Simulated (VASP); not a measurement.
The system is Si.

```xyz
1
Lattice="1.2911 -2.4104 0.0000 1.2911 2.4104 0.0000 0.0000 0.0000 3.7643" Properties=species:S:1:pos:R:3 pbc="T T T"
Si    0.0000    0.0000    0.0000
```

```yaml
Program: VASP 6.6.1
Task: relaxation of cell and atoms
Functional: PBE
Potentials_or_basis: VASP PAW PBE potentials, release 64 (Si)
Cutoff: 600 eV
k_mesh: 8 × 8 × 4
Occupations: gaussian, width 0.1 eV
Spin: no spin polarisation
```

At the start: pressure -7.5 GPa; volume 23.43 Å³/atom.

Where does the relaxation end?

Over 24 steps the energy falls by 632.3 meV/atom and the volume is 15.84 Å³/atom (-32.4 %); space group Cmmm (No. 65, to 0.1 Å) before, P6/mmm (No. 191, to 0.1 Å).

The path:
```
step  energy change (eV)  largest force (eV/Å)  pressure (GPa)  volume (Å³)
   1              0.0000                0.0000           -7.50        23.43
   2             -0.0946                0.0000           -1.44        19.89
   3             -0.0953                0.0000           -2.06        20.13
   4             -0.1937                0.0000            0.44        17.85
   5             -0.1432                0.0000           48.15        11.74
   6             -0.2897                0.0000            3.41        16.30
   7             -0.3803                0.0000           15.69        13.94
   8             -0.3799                0.0000           11.50        14.50
   9             -0.4159                0.0000           12.52        14.18
  10             -0.4563                0.0000           17.92        13.54
  11             -0.4550                0.0000           20.13        13.28
  12             -0.5088                0.0000           14.89        13.63
  13             -0.5788                0.0000            5.47        14.54
  14             -0.5896                0.0000            2.64        14.94
  15             -0.6047                0.0000           -1.70        15.75
  16             -0.6043                0.0000           -2.81        15.98
  17             -0.6049                0.0000           -2.06        15.82
  18             -0.6128                0.0000           -2.18        15.83
  19             -0.6189                0.0000           -1.65        15.83
  20             -0.6321                0.0000           -0.06        15.82
  21             -0.6322                0.0000            0.25        15.82
  22             -0.6322                0.0000            0.18        15.82
  23             -0.6322                0.0000            0.11        15.82
  24             -0.6323                0.0000            0.14        15.84
```

Final structure:
```xyz
1
Lattice="1.3652 -2.4175 0.0000 1.3652 2.4175 0.0000 0.0000 0.0000 2.3991" Properties=species:S:1:pos:R:3 pbc="T T T"
Si    0.0000    0.0000    0.0000
```

Caveat: the k points lie up to 0.65 Å⁻¹ apart in the final cell, too coarse for converged energies and pressures of a metal; the volume moved by over 15 % at a fixed basis, so the end points are rough.
